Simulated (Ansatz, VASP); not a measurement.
**MgI2: VASP beside Ansatz**

```
I Mg
1.0
     4.14000    0.00000    0.00000
    -2.07000    3.58535    0.00000
     0.00000    0.00000    6.88000
I Mg
2 1
Direct
  0.66667 0.33333 0.75000
  0.33333 0.66667 0.25000
  0.00000 0.00000 0.00000
```

Alike in both runs: task single point; functional PBE-based screened hybrid with a share of 0.25 of exact exchange and HFSCREEN = 0.4; k mesh 4 × 4 × 2; occupations fermi-dirac, width 0.05 eV; no spin polarisation.

```csv
,VASP,Ansatz
version,VASP 6.6.1,Ansatz 0.2.0
potentials or method,"VASP PAW PBE potentials, release 64 (I, Mg)",Ansatz PAW
plane-wave cutoff (eV),520,420
valence electrons in the cell,16,44
```

```tsv
	VASP	Ansatz	Ansatz less VASP
gap on the k mesh at the Fermi level (eV)	4.03	4.06	+0.030
least direct gap on the mesh (eV)	4.24	4.29	+0.056
pressure (GPa)	0.1	0.2	+0.12
traceless stress, the component that is largest in VASP (GPa)	-0.61	-0.62	-0.006
rms of the force components (eV/Å)	0.171	0.164	-0.0073
```

VASP's potentials were made for PBE, not for PBE-based screened hybrid. Atom by atom the forces differ by 0.007 eV/Å (rms over components). With one functional, cell and mesh, what is left measures potentials, basis and numerics. VASP's potentials hold 16 valence electrons a cell and Ansatz's 44, so a difference there can come from the potentials and not from the codes.

The k mesh is coarse, so the values compare programs but aren't converged. Spin-orbit coupling is off throughout.
